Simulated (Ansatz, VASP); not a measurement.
Two plane-wave programs on SiC

Contents of POSCAR:

```
SiC
1.0
    0.0000000000      2.1780523476      2.1780523476
    2.1780523476      0.0000000000      2.1780523476
    2.1780523476      2.1780523476      0.0000000000
Si C
1 1
Direct
    0.0000000000      0.0000000000      0.0000000000
    0.2500000000      0.2500000000      0.2500000000
```

INCAR.step1

```
SYSTEM = SiC
PREC = Accurate
ENCUT = 520
EDIFF = 1E-5
ISMEAR = 0
SIGMA = 0.01
LREAL = .False.
LASPH = .True.
NELM = 120
ALGO = Normal
ISIF = 2
LWAVE = .True.
LCHARG = .False.
GGA = PE
NBANDS = 11
GGA_COMPAT = .False.
```

Contents of INCAR.step2:

```
SYSTEM = SiC
PREC = Accurate
ENCUT = 520
EDIFF = 1E-6
ISMEAR = 0
SIGMA = 0.01
LREAL = .False.
LASPH = .True.
NELM = 120
ALGO = Normal
ISIF = 2
LWAVE = .False.
LCHARG = .False.
GGA = PE
LHFCALC = .True.
AEXX = 0.2
HFSCREEN = 0.5
PRECFOCK = Normal
ISTART = 1
NBANDS = 11
GGA_COMPAT = .False.
```

Contents of KPOINTS:

```
Automatic mesh
0
Gamma
  4 4 4
  0 0 0
```

Input for Ansatz:

```yaml
crystal:
  lattice:
    - [0.0, 2.1780523476, 2.1780523476]
    - [2.1780523476, 0.0, 2.1780523476]
    - [2.1780523476, 2.1780523476, 0.0]
  atoms:
    - { symbol: Si, position: [0.0, 0.0, 0.0] }
    - { symbol: C, position: [0.25, 0.25, 0.25] }
kpoints:
  mp_grid: { grid: [4, 4, 4] }
hamiltonian:
  xc: { exchange: pbe, correlation: pbe, exx: { coeff: 0.2, omega: 0.5 } }
scf:
  occupations: { method: fixed }
  n_extra_bands: 4
output:
  forces: true
  stress: true
  eigenvalues: true
```

Alike in both runs: task single point; functional PBE-based screened hybrid; k mesh 4 × 4 × 4; no spin polarisation.

|  | VASP | Ansatz |
| --- | --- | --- |
| version | VASP 6.6.1 | Ansatz 0.2.0 |
| potentials or method | VASP PAW PBE potentials, release 64 (Si, C) | plane waves |
| plane-wave cutoff (eV) | 520 | 420 |
| occupations | gaussian, width 0.01 eV | fixed |
| valence electrons in the cell | 8 | 8 |

|  | VASP | Ansatz | Ansatz less VASP |
| --- | --- | --- | --- |
| gap on the k mesh at the Fermi level (eV) | 1.64 | 1.64 | -0.003 |
| pressure (GPa) | 0.9 | 1.1 | +0.23 |

VASP's potentials were made for PBE, not for PBE-based screened hybrid. Ansatz's warnings: stress exchange threshold loose, stress scf threshold loose.

The k mesh is coarse, so the values compare programs but aren't converged.
